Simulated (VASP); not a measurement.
Here is a VASP 6.6.1 calculation.

The input INCAR:

```
PREC = Accurate
ENCUT = 600
EDIFF = 1E-6
ISMEAR = -4
SIGMA = 0.02
LREAL = False
LASPH = True
NELM = 120
ALGO = Normal
ISIF = 2
LWAVE = False
LCHARG = False
GGA = PS
NBANDS = 27
GGA_COMPAT = False
```

The input KPOINTS:

```
regular mesh
0
Gamma
  8 8 8
```

The input POSCAR:

```
KTaO3
1.0
    3.8660436127      0.0000000000      0.0000000000
    0.0000000000      3.8660436127      0.0000000000
    0.0000000000      0.0000000000      3.8660436127
K Ta O
1 1 3
Direct
    0.5000000000      0.5000000000      0.5000000000
    0.0000000000      0.0000000000      0.0000000000
    0.0000000000      0.5000000000      0.0000000000
    0.0000000000      0.0000000000      0.5000000000
    0.5000000000      0.0000000000      0.0000000000
```

Potentials or basis: VASP PAW PBE potentials, release 64 (K_sv, Ta_pv, O).

Command:

```sh
$ cat potpaw_PBE.64/K_sv/POTCAR potpaw_PBE.64/Ta_pv/POTCAR potpaw_PBE.64/O/POTCAR > POTCAR
$ mpirun -np 1 vasp_std > vasp.out
```

(1) What does it give for the band gap on the k mesh?

(2) Estimate the pressure.

## Answers

(1) 2.27 eV (least direct gap 2.82 eV).

(2) 23.7 GPa.

Caveat: the cell stands under pressure; the PAW data sets were made with another functional, which shifts forces and pressure a little; spin-orbit coupling is left out, which moves the levels of the heavy elements.
